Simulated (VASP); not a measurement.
Wanted: the native input for a VASP 6.6.1 run.

| Quantity | Value |
| --- | --- |
| Task | relaxation of cell and atoms |
| Functional | PBE |
| Potentials or basis | VASP PAW PBE potentials, release 64 (Hg, S) |
| Cutoff | 600 eV |
| k mesh | 6 × 6 × 6 |
| Occupations | gaussian, width 0.1 eV |
| Spin | no spin polarisation |
| Dipole correction | no |
| Further INCAR settings | ALGO = Normal; EDIFF = 1e-06; IBRION = 2; EDIFFG = -0.04; NSW = 90; ISIF = 3 |

The structure of HgS2 lies in POSCAR:

```
HgS2
1.0
   -1.8759236720      1.8759236720      4.6018752578
    1.8759236720     -1.8759236720      4.6018752578
    1.8759236720      1.8759236720     -4.6018752578
Hg S
1 2
Direct
    0.0000000000      0.0000000000      0.0000000000
    0.6650000000      0.6650000000      0.0000000000
    0.3350000000      0.3350000000      0.0000000000
```

The input as run:

INCAR

```
  PREC = Accurate
  ENCUT = 600
  EDIFF = 1E-6
  ISMEAR = 0
  SIGMA = 0.1
  LREAL = F
  LASPH = T
  NELM = 80
  ALGO = Normal
  ISIF = 3
  LWAVE = F
  LCHARG = F
  GGA = PE
  IBRION = 2
  NSW = 90
  EDIFFG = -0.04
```

KPOINTS

```
regular mesh
0
Gamma
  6 6 6
```

Potentials or basis: VASP PAW PBE potentials, release 64 (Hg, S).

Run with:

```sh
$ cat potpaw_PBE.64/Hg/POTCAR potpaw_PBE.64/S/POTCAR > POTCAR
$ mpirun -np 1 vasp_std > vasp.out
```

It gave:

```yaml
Relaxed_volume: 24.15 Å³/atom
Relaxed_cell: a = 5.576 Å, b = 5.576 Å, c = 5.576 Å, α = 139.51°, β = 139.51°, γ = 58.60°
Space_group_after_relaxing_to_0.05_Å: I4/mmm (No. 139)
Energy_gained_by_relaxing: 338.9 meV/atom
Ionic_steps: 23
Pressure_after_relaxing: -0.1 GPa
Largest_force_after_relaxing: 0.030 eV/Å
Band_gap_on_the_k_mesh: zero (band 12 reaches 3.00 eV, above the bottom of band 13 at 2.09 eV)
```

Caveat: the k points lie up to 0.38 Å⁻¹ apart in the final cell; spin-orbit coupling is left out, which moves the levels of the heavy elements.

Wall time 12 min on 1 thread of Intel(R) Xeon(R) Platinum 8488C (Sapphire Rapids) (shared host), peak memory 0.3 GiB.
